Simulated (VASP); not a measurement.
# GeS (Pnma) in VASP: density of states with PBEsol

Aim: the density of states of GeS with PBEsol.

All numbers are computed with VASP 6.6.1; they aren't measurements. Logs are shortened: lines on timing, memory, paths and dates and some standing lists are left out, and cuts for length are marked.

### 1 The cell of the first run

Symmetry: Pnma, No. 62, orthorhombic system. Conventional cell: a = 10.546 Å, b = 3.668 Å, c = 4.328 Å, α = 90.00°, β = 90.00°, γ = 90.00°. Within 3.2 Å of Ge (site symmetry m) lie 3 S at 2.46 Å. S (site symmetry m) has 3 Ge at 2.46 Å within 3.2 Å.

### 2 Density of states, PBEsol

POSCAR reads:

```
GeS
1.0
   10.5462084400      0.0000000000      0.0000000000
    0.0000000000      3.6675019000      0.0000000000
    0.0000000000      0.0000000000      4.3282767600
Ge S
4 4
Direct
    0.6220000000      0.2500000000      0.3730000000
    0.8780000000      0.7500000000      0.8730000000
    0.1220000000      0.2500000000      0.1270000000
    0.3780000000      0.7500000000      0.6270000000
    0.8491000000      0.2500000000      0.5011000000
    0.6509000000      0.7500000000      0.0011000000
    0.3491000000      0.2500000000      0.9989000000
    0.1509000000      0.7500000000      0.4989000000
```

INCAR.step1 reads:

```
PREC = Accurate ; ENCUT = 410
EDIFF = 1E-6 ; ISMEAR = -1
SIGMA = 0.1 ; LREAL = F
LASPH = T ; NELM = 120
ALGO = Normal ; ISIF = 2
LWAVE = F ; LCHARG = T
GGA = PS ; NBANDS = 50
GGA_COMPAT = F ; NEDOS = 2001
LORBIT = 11
```

KPOINTS.step1 reads:

```
Automatic mesh
0
Gamma
  3 7 6
```

INCAR.step2 reads:

```
PREC = Accurate ; ENCUT = 410
EDIFF = 1E-6 ; ISMEAR = -5
SIGMA = 0.1 ; LREAL = F
LASPH = T ; NELM = 120
ALGO = Normal ; ISIF = 2
LWAVE = F ; LCHARG = F
GGA = PS ; LORBIT = 11
NBANDS = 50 ; NEDOS = 1001
ICHARG = 11 ; GGA_COMPAT = F
```

KPOINTS.step2 reads:

```
Automatic mesh
0
Gamma
  5 11 9
```

Potentials or basis: VASP PAW PBE potentials, release 64 (Ge_d, S).

Launch:

```bash
> cat potpaw_PBE.64/Ge_d/POTCAR potpaw_PBE.64/S/POTCAR > POTCAR
> cp INCAR.step1 INCAR
> cp KPOINTS.step1 KPOINTS
> mpirun -np 1 vasp_std > vasp.out
> cp INCAR.step2 INCAR
> cp KPOINTS.step2 KPOINTS
> mpirun -np 1 vasp_std > vasp.out
```

OUTCAR:

```text
PREC = Accurate
   ENCUT = 410
   EDIFF = 1E-6
   ISMEAR = -5
   LREAL = F
   LASPH = T
   NELM = 120
   ISIF = 2
   GGA = PS
   LORBIT = 11
   ICHARG = 11

 ion  position               nearest neighbor table
   1  0.622  0.250  0.373-   5 2.46   6 2.46   6 2.46
   2  0.878  0.750  0.873-   6 2.46   5 2.46   5 2.46
   3  0.122  0.250  0.127-   7 2.46   8 2.46   8 2.46
   4  0.378  0.750  0.627-   8 2.46   7 2.46   7 2.46
   5  0.849  0.250  0.501-   1 2.46   2 2.46   2 2.46
   6  0.651  0.750  0.001-   2 2.46   1 2.46   1 2.46
   7  0.349  0.250  0.999-   3 2.46   4 2.46   4 2.46
   8  0.151  0.750  0.499-   4 2.46   3 2.46   3 2.46

  LATTYP: Found a simple orthorhombic cell.
 ALAT       =     3.6675019000
 B/A-ratio  =     1.1801702843
 C/A-ratio  =     2.8755836336

  Lattice vectors:

 A1 = (   0.0000000000,   3.6675019000,   0.0000000000)
 A2 = (   0.0000000000,   0.0000000000,   4.3282767600)
 A3 = (  10.5462084400,   0.0000000000,   0.0000000000)

Analysis of symmetry for initial positions (statically):
=====================================================================
 Subroutine PRICEL returns:
 Original cell was already a primitive cell.

 Routine SETGRP: Setting up the symmetry group for a
 simple orthorhombic supercell.

 Subroutine GETGRP returns: Found  8 space group operations
 (whereof  2 operations were pure point group operations)
 out of a pool of  8 trial point group operations.

The static configuration has the point symmetry S_2 .
 The point group associated with its full space group is D_2h.

Analysis of symmetry for dynamics (positions and initial velocities):
=====================================================================
 Subroutine PRICEL returns:
 Original cell was already a primitive cell.

 Routine SETGRP: Setting up the symmetry group for a
 simple orthorhombic supercell.

 Subroutine GETGRP returns: Found  8 space group operations
 (whereof  2 operations were pure point group operations)
 out of a pool of  8 trial point group operations.

The dynamic configuration has the point symmetry S_2 .
 The point group associated with its full space group is D_2h.

 Subroutine INISYM returns: Found  8 space group operations
 (whereof  2 operations are pure point group operations),
 and found     1 'primitive' translations

----------------------------------------------------------------------------------------

                                     Primitive cell

  volume of cell :     167.4101

  direct lattice vectors                    reciprocal lattice vectors
    10.546208440  0.000000000  0.000000000     0.094820807  0.000000000  0.000000000
     0.000000000  3.667501900  0.000000000     0.000000000  0.272665162  0.000000000
     0.000000000  0.000000000  4.328276760     0.000000000  0.000000000  0.231038830

  length of vectors
    10.546208440  3.667501900  4.328276760     0.094820807  0.272665162  0.231038830

  position of ions in fractional coordinates (direct lattice)
     0.622000000  0.250000000  0.373000000
     0.878000000  0.750000000  0.873000000
     0.122000000  0.250000000  0.127000000
     0.378000000  0.750000000  0.627000000
     0.849100000  0.250000000  0.501100000
     0.650900000  0.750000000  0.001100000
     0.349100000  0.250000000  0.998900000
     0.150900000  0.750000000  0.498900000

  ion indices of the primitive-cell ions
   primitive index   ion index
                 1           1
                 2           2
                 3           3
                 4           4
                 5           5
                 6           6
                 7           7
                 8           8

----------------------------------------------------------------------------------------

 KPOINTS: Automatic mesh

Automatic generation of k-mesh.
 Grid dimensions read from file:
 generate k-points for:    5   11    9

 Generating k-lattice:

  Cartesian coordinates                     Fractional coordinates (reciprocal lattice)
     0.018964161  0.000000000  0.000000000     0.200000000  0.000000000  0.000000000
     0.000000000  0.024787742  0.000000000     0.000000000  0.090909091  0.000000000
     0.000000000  0.000000000  0.025670981     0.000000000  0.000000000  0.111111111

  Length of vectors
     0.018964161  0.024787742  0.025670981

  Shift w.r.t. Gamma in fractional coordinates (k-lattice)
     0.000000000  0.000000000  0.000000000

 TETIRR: Found   1450 inequivalent tetrahedra from     2970

 Subroutine IBZKPT returns following result:
 ===========================================

 Found     90 irreducible k-points:

 Following reciprocal coordinates:
            Coordinates               Weight
  0.000000  0.000000  0.000000      1.000000
  0.200000  0.000000  0.000000      2.000000
  0.400000  0.000000  0.000000      2.000000
  0.000000  0.090909  0.000000      2.000000
  0.200000  0.090909  0.000000      4.000000
  0.400000  0.090909  0.000000      4.000000
[... 16 lines left out ...]
  0.200000  0.090909  0.111111      8.000000
  0.400000  0.090909  0.111111      8.000000
 [... further k-points ...]
   k-points           NKPTS =     90   k-points in BZ     NKDIM =     90   number of bands    NBANDS=     50
   number of dos      NEDOS =   1001   number of ions     NIONS =      8
   total plane-waves  NPLWV =  50400
   dimension x,y,z NGX =    70 NGY =   24 NGZ =   30
   dimension x,y,z NGXF=   140 NGYF=   48 NGZF=   60
   ions per type =               4   4
   NGX,Y,Z   is equivalent  to a cutoff of  11.03, 10.88, 11.52 a.u.
   NGXF,Y,Z  is equivalent  to a cutoff of  22.07, 21.76, 23.05 a.u.
 SYSTEM =  unknown system
   PREC   = accura    normal or accurate (medium, high low for compatibility)
   ISTART =      0    job   : 0-new  1-cont  2-samecut
   ICHARG =     11    charge: 1-file 2-atom 10-const
   ISPIN  =      1    spin polarized calculation?
   LNONCOLLINEAR =      F non collinear calculations
   LSORBIT =      F    spin-orbit coupling
   LASPH  =      T    aspherical Exc in radial PAW
   ENCUT  =  410.0 eV  30.13 Ry    5.49 a.u.  17.41  6.06  7.15*2*pi/ulx,y,z
   NELM   =    120;   NELMIN=  2; NELMDL=  0     # of ELM steps
   EDIFF  = 0.1E-05   stopping-criterion for ELM
   LREAL  =      F    real-space projection
   EDIFFG = 0.1E-04   stopping-criterion for IOM
   NSW    =      0    number of steps for IOM
   IBRION =     -1    ionic relax: 0-MD 1-quasi-New 2-CG
   NFREE  =      0    steps in history (QN), initial steepest desc. (CG)
   ISIF   =      2    stress and relaxation
   ISYM   =      2    0-nonsym 1-usesym 2-fastsym
   POTIM  = 0.5000    time-step for ionic-motion
   TEBEG  =    0.0;   TEEND  =   0.0 temperature during run
   PSTRESS=    0.0 pullay stress
   NELECT =      80.0000    total number of electrons
   NUPDOWN=      -1.0000    fix difference up-down
   EMIN   =  10.00;   EMAX   =-10.00  energy-range for DOS
   EFERMI =   0.00;   METHOD = LEGACY
   ISMEAR =    -5;   SIGMA  =   0.10  broadening in eV -4-tet -1-fermi 0-gaus
   EFERMI_NEDOS =   21; number of points for ismear=-14 and -15
   IALGO  =     38    algorithm
   IMIX   =      4    mixing-type and parameters
     AMIX     =   0.40;   BMIX     =  1.00
     AMIX_MAG =   1.60;   BMIX_MAG =  1.00
  volume/ion in A,a.u.               =      20.93       141.22
  Fermi-wavevector in a.u.,A,eV,Ry     =   1.279905  2.418669 22.288461  1.638156
  Thomas-Fermi vector in A             =   2.412363
   LORBIT       =     11    0 simple, 1 ext, 2 COOP (PROOUT), +10 PAW based schemes
   GGA     = PS    functional components
   LHFCALC =     F    Hartree Fock is set to
   AEXX    =    0.0000 exact exchange contribution
   IVDW    =     0    specifies the selected vdW correction
   LEPSILON=     F    determine dielectric tensor
   LRPA    =     F    only Hartree local field effects (RPA)
 non-spin polarized calculation
 Fermi weights with tetrahedron method with Bloechl corrections
  energy-cutoff  :      410.00
  volume of cell :      167.41
 maximum number of plane-waves:      3182
 NGX is ok and might be reduce to    70

 number of electron      80.0000096 magnetization

 Free energy of the ion-electron system (eV)
  ---------------------------------------------------
  ext. energy  EPLUGINS =         0.00000000
  ---------------------------------------------------
  free energy    TOTEN  =       -39.60319983 eV

  energy without entropy =      -39.60319983  energy(sigma->0) =      -39.60319983

 E-fermi :   4.6650     XC(G=0): -10.2173

 val. band max:        4.6605656497   @ k =   0.0000   0.0000   0.0000
 cond. band min:       5.7395597115   @ k =   0.0000   0.0000   0.0000
 fundamental gap:      1.0789940618
 Fermi energy:         4.6650206341

 k-point     1 :       0.0000    0.0000    0.0000
  band No.  band energies     occupation
      1     -19.6455      2.00000
      2     -19.6421      2.00000
      3     -19.6382      2.00000
      4     -19.6359      2.00000
      5     -19.6359      2.00000
      6     -19.6343      2.00000
[... 42 lines left out ...]
     49      10.0904      0.00000
     50      10.7929      0.00000

 k-point     2 :       0.2000    0.0000    0.0000
  band No.  band energies     occupation
      1     -19.6453      2.00000
      2     -19.6426      2.00000
      3     -19.6378      2.00000
      4     -19.6360      2.00000
      5     -19.6358      2.00000
      6     -19.6347      2.00000
[... 1158 lines left out ...]
 k-point    24 :       0.4000    0.0909    0.1111
  band No.  band energies     occupation
      1     -19.6435      2.00000
      2     -19.6426      2.00000
      3     -19.6368      2.00000
      4     -19.6366      2.00000
      5     -19.6355      2.00000
      6     -19.6354      2.00000
[... 42 lines left out ...]
     49       9.8738      0.00000
     50       9.9986      0.00000

 [... further k-points ...]
[... 5 lines left out ...]
  --------------------------------------------------------------------------------------
  -------------------------------------------------------------------------------------
  Total       -2.5251680     -2.5026387     -2.5705179      0.0000000      0.0000000      0.0000000
  in kB      -24.1667993    -23.9511861    -24.6008149      0.0000000      0.0000000      0.0000000
  external PRESSURE =     -24.2396001 kB  Pullay stress =       0.0000000 kB

 VOLUME and BASIS-vectors are now :
 -----------------------------------------------------------------------------
  energy-cutoff  :      410.00
  volume of cell :      167.41
      direct lattice vectors                 reciprocal lattice vectors
    10.546208440  0.000000000  0.000000000     0.094820807  0.000000000  0.000000000
     0.000000000  3.667501900  0.000000000     0.000000000  0.272665162  0.000000000
     0.000000000  0.000000000  4.328276760     0.000000000  0.000000000  0.231038830

 POSITION                                       TOTAL-FORCE (eV/Angst)
 -----------------------------------------------------------------------------------
      6.55974      0.91688      1.61445         0.072232      0.000000     -0.058656
      9.25957      2.75063      3.77859        -0.072232     -0.000000     -0.058656
      1.28664      0.91688      0.54969         0.072232      0.000000      0.058656
      3.98647      2.75063      2.71383        -0.072232      0.000000      0.058656
      8.95479      0.91688      2.16890        -0.013790      0.000000      0.051389
      6.86453      2.75063      0.00476         0.013790      0.000000      0.051389
      3.68168      0.91688      4.32352        -0.013790      0.000000     -0.051389
      1.59142      2.75063      2.15938         0.013790     -0.000000     -0.051389
 -----------------------------------------------------------------------------------
    total drift:                                0.000000      0.000000      0.000000

  FREE ENERGIE OF THE ION-ELECTRON SYSTEM (eV)
  ---------------------------------------------------
  free  energy   TOTEN  =       -39.6031998298 eV

  energy  without entropy=      -39.6031998298  energy(sigma->0) =      -39.60319983

 total charge

# of ion       s       p       d       tot
------------------------------------------
    1        1.305   0.797  10.038  12.141
    2        1.305   0.797  10.038  12.141
    3        1.305   0.797  10.038  12.141
    4        1.305   0.797  10.038  12.141
    5        1.349   2.310   0.000   3.659
    6        1.349   2.310   0.000   3.659
    7        1.349   2.310   0.000   3.659
    8        1.349   2.310   0.000   3.659
--------------------------------------------------
tot         10.618  12.428  40.152  63.197
```

It took 3.2 min on 1 thread of Intel Xeon Platinum 8481C at 2.70GHz (Sapphire Rapids), shared host; peak memory 0.46 GiB.

What came out:

```yaml
Valence_electrons_inside_the_program's_atomic_spheres: Ge 12.14; S 3.66
```

Levels at points of the mesh, in eV from the valence-band top:
```
           k point  band 36  band 37  band 38  band 39  band 40  band 41  band 42  band 43  band 44  band 45
(0.00, 0.00, 0.00)    -2.00    -1.57    -0.85    -0.81     0.00     1.08     2.57     2.75     2.98     3.14
```

Caveat: the PAW data sets were made with another functional, which shifts forces and pressure a little.
